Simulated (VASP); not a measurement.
# DyAgH2 (I4/mmm) in VASP: single point with PBE

Aim: the single point of DyAgH2 with PBE.

Everything below comes from runs of VASP 6.6.1. Logs are shortened: lines on timing, memory, paths and dates and some standing lists are left out, and cuts for length are marked.

**1. The cell of the first run**

Symmetry: I4/mmm, No. 139, tetragonal system. Conventional cell: a = 6.077 Å, b = 6.077 Å, c = 7.069 Å, α = 90.00°, β = 90.00°, γ = 90.00°. Within 2.8 Å of Dy (site symmetry 4mm) lie 4 H at 2.13 Å. Ag (site symmetry -4m2) has 4 H at 2.39 Å and 4 Dy at 3.04 Å within 3.2 Å. H (site symmetry m2m) has 2 H at 2.03 Å and 2 Dy at 2.13 Å and 2 Ag at 2.39 Å within 2.7 Å.

The cell was generated, and may not be a known phase.

**2. Single point, PBE**

INCAR reads:

```
  ALGO = Normal
  EDIFF = 1E-6
  ENCUT = 500
  GGA = PE
  GGA_COMPAT = F
  ISIF = 2
  ISMEAR = 0
  LASPH = T
  LCHARG = F
  LMAXMIX = 6
  LREAL = F
  LWAVE = F
  NBANDS = 32
  NELM = 200
  PREC = Accurate
  SIGMA = 0.2
```

KPOINTS reads:

```
k-points
0
Gamma
  4 4 4
```

POSCAR reads:

```
DyAgH2
1.0
   -3.0385530583      3.0385530583      3.5343122302
    3.0385530583     -3.0385530583      3.5343122302
    3.0385530583      3.0385530583     -3.5343122302
Dy Ag H
2 2 4
Direct
    0.7778548816      0.7778548816      0.0000000000
    0.2221451184      0.2221451184      0.0000000000
    0.7500000000      0.2500000000      0.5000000000
    0.2500000000      0.7500000000      0.5000000000
    0.0000000000      0.2358803358      0.2358803358
    0.0000000000      0.7641196642      0.7641196642
    0.2358803358      0.0000000000      0.2358803358
    0.7641196642      0.0000000000      0.7641196642
```

Potentials or basis: VASP PAW PBE potentials, release 64 (Dy_3, Ag, H), 4f in core.

The run is started by

```
cat potpaw_PBE.64/Dy_3/POTCAR potpaw_PBE.64/Ag/POTCAR potpaw_PBE.64/H/POTCAR > POTCAR
mpirun -np 1 vasp_std > vasp.out
```

OUTCAR:

```text
EDIFF = 1E-6
   ENCUT = 500
   GGA = PE
   ISIF = 2
   ISMEAR = 0
   LASPH = T
   LREAL = F
   NELM = 200
   PREC = Accurate

 ion  position               nearest neighbor table
   1  0.778  0.778  0.000-   5 2.13   6 2.13   7 2.13   8 2.13   3 3.04   4 3.04   3 3.04   4 3.04
                             2 3.14
   2  0.222  0.222  0.000-   5 2.13   6 2.13   7 2.13   8 2.13   3 3.04   4 3.04   3 3.04   4 3.04
                             1 3.14
   3  0.750  0.250  0.500-   1 3.04   2 3.04   1 3.04   2 3.04   4 3.53   4 3.53
   4  0.250  0.750  0.500-   1 3.04   2 3.04   1 3.04   2 3.04   3 3.53   3 3.53
   5  0.000  0.236  0.236-   1 2.13   2 2.13
   6  0.000  0.764  0.764-   1 2.13   2 2.13
   7  0.236  0.000  0.236-   1 2.13   2 2.13
   8  0.764  0.000  0.764-   1 2.13   2 2.13

  LATTYP: Found a body centered tetragonal cell.
 ALAT       =     6.0771061166
 C/A-ratio  =     1.1631563321

  Lattice vectors:

 A1 = (  -3.0385530583,   3.0385530583,   3.5343122302)
 A2 = (   3.0385530583,  -3.0385530583,   3.5343122302)
 A3 = (   3.0385530583,   3.0385530583,  -3.5343122302)

Analysis of symmetry for initial positions (statically):
=====================================================================
 Subroutine PRICEL returns:
 Original cell was already a primitive cell.

 Routine SETGRP: Setting up the symmetry group for a
 body centered tetragonal supercell.

 Subroutine GETGRP returns: Found 16 space group operations
 (whereof 16 operations were pure point group operations)
 out of a pool of 16 trial point group operations.

The static configuration has the point symmetry D_4h.

Analysis of symmetry for dynamics (positions and initial velocities):
=====================================================================
 Subroutine PRICEL returns:
 Original cell was already a primitive cell.

 Routine SETGRP: Setting up the symmetry group for a
 body centered tetragonal supercell.

 Subroutine GETGRP returns: Found 16 space group operations
 (whereof 16 operations were pure point group operations)
 out of a pool of 16 trial point group operations.

The dynamic configuration has the point symmetry D_4h.

 Subroutine INISYM returns: Found 16 space group operations
 (whereof 16 operations are pure point group operations),
 and found     1 'primitive' translations

----------------------------------------------------------------------------------------

                                     Primitive cell

  volume of cell :     130.5265

  direct lattice vectors                    reciprocal lattice vectors
    -3.038553058  3.038553058  3.534312230     0.000000000  0.164552006  0.141470240
     3.038553058 -3.038553058  3.534312230     0.164552006  0.000000000  0.141470240
     3.038553058  3.038553058 -3.534312230     0.164552006  0.164552006  0.000000000

  length of vectors
     5.563899021  5.563899021  5.563899021     0.217005049  0.217005049  0.232711678

  position of ions in fractional coordinates (direct lattice)
     0.777854882  0.777854882  0.000000000
     0.222145118  0.222145118  0.000000000
     0.750000000  0.250000000  0.500000000
     0.250000000  0.750000000  0.500000000
     0.000000000  0.235880336  0.235880336
     0.000000000  0.764119664  0.764119664
     0.235880336  0.000000000  0.235880336
     0.764119664  0.000000000  0.764119664

  ion indices of the primitive-cell ions
   primitive index   ion index
                 1           1
                 2           2
                 3           3
                 4           4
                 5           5
                 6           6
                 7           7
                 8           8

----------------------------------------------------------------------------------------

 KPOINTS: k-points

Automatic generation of k-mesh.
 Grid dimensions read from file:
 generate k-points for:    4    4    4

 Generating k-lattice:

  Cartesian coordinates                     Fractional coordinates (reciprocal lattice)
     0.000000000  0.041138001  0.035367560     0.250000000  0.000000000  0.000000000
     0.041138001  0.000000000  0.035367560     0.000000000  0.250000000  0.000000000
     0.041138001  0.041138001  0.000000000     0.000000000  0.000000000  0.250000000

  Length of vectors
     0.054251262  0.054251262  0.058177920

  Shift w.r.t. Gamma in fractional coordinates (k-lattice)
     0.000000000  0.000000000  0.000000000

 Subroutine IBZKPT returns following result:
 ===========================================

 Found     13 irreducible k-points:

 Following reciprocal coordinates:
            Coordinates               Weight
  0.000000  0.000000  0.000000      1.000000
  0.250000  0.000000  0.000000      8.000000
  0.500000  0.000000  0.000000      4.000000
  0.250000  0.250000  0.000000      8.000000
  0.500000  0.250000  0.000000     16.000000
 -0.250000  0.250000  0.000000      4.000000
  0.500000  0.500000  0.000000      2.000000
  0.250000  0.250000  0.250000      2.000000
 -0.250000  0.250000  0.250000      4.000000
  0.500000  0.500000  0.250000      4.000000
 -0.250000  0.500000  0.250000      8.000000
 -0.250000 -0.250000  0.250000      2.000000
  0.500000  0.500000  0.500000      1.000000
   k-points           NKPTS =     13   k-points in BZ     NKDIM =     13   number of bands    NBANDS=     32
   number of dos      NEDOS =    301   number of ions     NIONS =      8
   total plane-waves  NPLWV =  74088
   dimension x,y,z NGX =    42 NGY =   42 NGZ =   42
   dimension x,y,z NGXF=    84 NGYF=   84 NGZF=   84
   ions per type =               2   2   4
   NGX,Y,Z   is equivalent  to a cutoff of  12.55, 12.55, 12.55 a.u.
   NGXF,Y,Z  is equivalent  to a cutoff of  25.10, 25.10, 25.10 a.u.
 SYSTEM =  unknown system
   PREC   = accura    normal or accurate (medium, high low for compatibility)
   ISTART =      0    job   : 0-new  1-cont  2-samecut
   ICHARG =      2    charge: 1-file 2-atom 10-const
   ISPIN  =      1    spin polarized calculation?
   LNONCOLLINEAR =      F non collinear calculations
   LSORBIT =      F    spin-orbit coupling
   LASPH  =      T    aspherical Exc in radial PAW
   ENCUT  =  500.0 eV  36.75 Ry    6.06 a.u.  10.14 10.14 10.14*2*pi/ulx,y,z
   NELM   =    200;   NELMIN=  2; NELMDL= -5     # of ELM steps
   EDIFF  = 0.1E-05   stopping-criterion for ELM
   LREAL  =      F    real-space projection
   EDIFFG = 0.1E-04   stopping-criterion for IOM
   NSW    =      0    number of steps for IOM
   IBRION =     -1    ionic relax: 0-MD 1-quasi-New 2-CG
   NFREE  =      0    steps in history (QN), initial steepest desc. (CG)
   ISIF   =      2    stress and relaxation
   ISYM   =      2    0-nonsym 1-usesym 2-fastsym
   POTIM  = 0.5000    time-step for ionic-motion
   TEBEG  =    0.0;   TEEND  =   0.0 temperature during run
   PSTRESS=    0.0 pullay stress
   NELECT =      44.0000    total number of electrons
   NUPDOWN=      -1.0000    fix difference up-down
   EMIN   =  10.00;   EMAX   =-10.00  energy-range for DOS
   EFERMI =   0.00;   METHOD = LEGACY
   ISMEAR =     0;   SIGMA  =   0.20  broadening in eV -4-tet -1-fermi 0-gaus
   EFERMI_NEDOS =   21; number of points for ismear=-14 and -15
   IALGO  =     38    algorithm
   IMIX   =      4    mixing-type and parameters
     AMIX     =   0.40;   BMIX     =  1.00
     AMIX_MAG =   1.60;   BMIX_MAG =  1.00
  volume/ion in A,a.u.               =      16.32       110.10
  Fermi-wavevector in a.u.,A,eV,Ry     =   1.139356  2.153071 17.662167  1.298133
  Thomas-Fermi vector in A             =   2.276060
   LORBIT       =      0    0 simple, 1 ext, 2 COOP (PROOUT), +10 PAW based schemes
   GGA     = PE    functional components
   LHFCALC =     F    Hartree Fock is set to
   AEXX    =    0.0000 exact exchange contribution
   IVDW    =     0    specifies the selected vdW correction
   LEPSILON=     F    determine dielectric tensor
   LRPA    =     F    only Hartree local field effects (RPA)
 non-spin polarized calculation
 Gauss-broadening in eV      SIGMA  =   0.20
  energy-cutoff  :      500.00
  volume of cell :      130.53
 maximum number of plane-waves:      3348
 NGX is ok and might be reduce to    42
   NGX = 21   NGY = 21   NGZ = 21

 number of electron      44.0000000 magnetization

 Free energy of the ion-electron system (eV)
  ---------------------------------------------------
  ext. energy  EPLUGINS =         0.00000000
  ---------------------------------------------------
  free energy    TOTEN  =       -26.64371541 eV

  energy without entropy =      -26.57418754  energy(sigma->0) =      -26.60895148

 E-fermi :   3.3332     XC(G=0):  -9.6188

 val. band max:        3.2415349352   @ k =   0.5000   0.5000   0.2500
 cond. band min:       3.3337189111   @ k =   0.5000   0.5000   0.0000
 fundamental gap:      0.0921839759
 Fermi energy:         3.3331899636

 k-point     1 :       0.0000    0.0000    0.0000
  band No.  band energies     occupation
      1     -20.2614      2.00000
      2     -19.9966      2.00000
      3     -19.9966      2.00000
      4     -19.9478      2.00000
      5     -19.9478      2.00000
      6     -19.6307      2.00000
[... 24 lines left out ...]
     31       7.8651      0.00000
     32       7.8652      0.00000

 k-point     2 :       0.2500    0.0000    0.0000
  band No.  band energies     occupation
      1     -20.2352      2.00000
      2     -20.0107      2.00000
      3     -20.0064      2.00000
      4     -19.9434      2.00000
      5     -19.9393      2.00000
      6     -19.6630      2.00000
[... 24 lines left out ...]
     31       8.1172      0.00000
     32       8.3523      0.00000
[... 348 lines left out ...]
     31       8.1079      0.00000
     32       8.3111      0.00000

 k-point    13 :       0.5000    0.5000    0.5000
  band No.  band energies     occupation
      1     -20.2743      2.00000
      2     -20.0441      2.00000
      3     -20.0441      2.00000
      4     -19.9045      2.00000
      5     -19.9045      2.00000
      6     -19.6252      2.00000
[... 24 lines left out ...]
     31       7.7736      0.00000
     32       9.5233      0.00000

------------------------ aborting loop because EDIFF is reached ----------------------------------------

  FORCE on cell =-STRESS in cart. coord.  units (eV):
  Direction    XX          YY          ZZ          XY          YZ          ZX
  --------------------------------------------------------------------------------------
  -------------------------------------------------------------------------------------
  Total        0.5462372      0.5462372      0.0459406      0.0000000      0.0000000      0.0000000
  in kB        6.7049151      6.7049151      0.5639090      0.0000000      0.0000000      0.0000000
  external PRESSURE =       4.6579130 kB  Pullay stress =       0.0000000 kB

 VOLUME and BASIS-vectors are now :
 -----------------------------------------------------------------------------
  energy-cutoff  :      500.00
  volume of cell :      130.53
      direct lattice vectors                 reciprocal lattice vectors
    -3.038553058  3.038553058  3.534312230     0.000000000  0.164552006  0.141470240
     3.038553058 -3.038553058  3.534312230     0.164552006  0.000000000  0.141470240
     3.038553058  3.038553058 -3.534312230     0.164552006  0.164552006  0.000000000

 POSITION                                       TOTAL-FORCE (eV/Angst)
 -----------------------------------------------------------------------------------
      0.00000      0.00000      5.49836         0.000000      0.000000     -0.102361
      0.00000      0.00000      1.57026         0.000000      0.000000      0.102361
     -0.00000      3.03855      1.76716         0.000000     -0.000000      0.000000
      3.03855     -0.00000      1.76716        -0.000000      0.000000      0.000000
      1.43347      0.00000      0.00000         0.059166     -0.000000     -0.000000
      4.64364      0.00000      0.00000        -0.059166      0.000000      0.000000
      0.00000      1.43347      0.00000        -0.000000      0.059166     -0.000000
      0.00000      4.64364      0.00000         0.000000     -0.059166      0.000000
 -----------------------------------------------------------------------------------
    total drift:                               -0.000000      0.000000     -0.000000

  FREE ENERGIE OF THE ION-ELECTRON SYSTEM (eV)
  ---------------------------------------------------
  free  energy   TOTEN  =       -26.6437154115 eV

  energy  without entropy=      -26.5741875435  energy(sigma->0) =      -26.60895148
```

Wall time 70 s (1 thread of AMD EPYC 7R13 (Zen 3), shared host); peak memory 0.25 GiB.

Results:

| Quantity | Value |
| --- | --- |
| Free energy | -26.6437 eV |
| Pressure | 0.5 GPa |
| Largest force | 0.102 eV/Å |
| Band gap on the k mesh | zero (bands 22 and 23 overlap by 1.49 eV) |

Forces on the atoms (eV/Å):
```
Dy   0.000  0.000 -0.102
Dy   0.000  0.000  0.102
Ag   0.000  0.000  0.000
Ag   0.000  0.000  0.000
H    0.059  0.000  0.000
H   -0.059  0.000  0.000
H    0.000  0.059  0.000
H    0.000 -0.059  0.000
```

Stress tensor (GPa, compression positive):
```
0.67 0.00 0.00
0.00 0.67 0.00
0.00 0.00 0.06
```

Levels at points of the mesh, in eV from the Fermi level:
| k point | band 19 | band 20 | band 21 | band 22 | band 23 | band 24 | band 25 | band 26 |
| --- | --- | --- | --- | --- | --- | --- | --- | --- |
| (0.00, 0.00, 0.00) | -2.43 | -1.66 | -1.15 | -0.76 | 1.18 | 1.60 | 2.33 | 2.33 |
| (0.50, 0.00, 0.00) | -2.51 | -2.30 | -1.08 | -0.15 | 0.32 | 0.51 | 1.62 | 1.66 |
| (0.50, 0.50, 0.00) | -4.06 | -1.40 | -0.62 | -0.56 | -0.43 | 0.00 | 0.86 | 1.54 |
| (0.50, 0.50, 0.50) | -2.85 | -2.85 | -2.05 | -0.96 | 0.65 | 0.65 | 2.18 | 3.53 |

Caveat: spin-orbit coupling is left out, which moves the levels of the heavy elements; the 4f electrons are frozen in the core, so they carry no moment and show no levels. Spin polarisation is off, so any magnetic state and its effect on volume and gap are missing.

The gap in the log of VASP goes by the Fermi energy; the results here count the filled bands.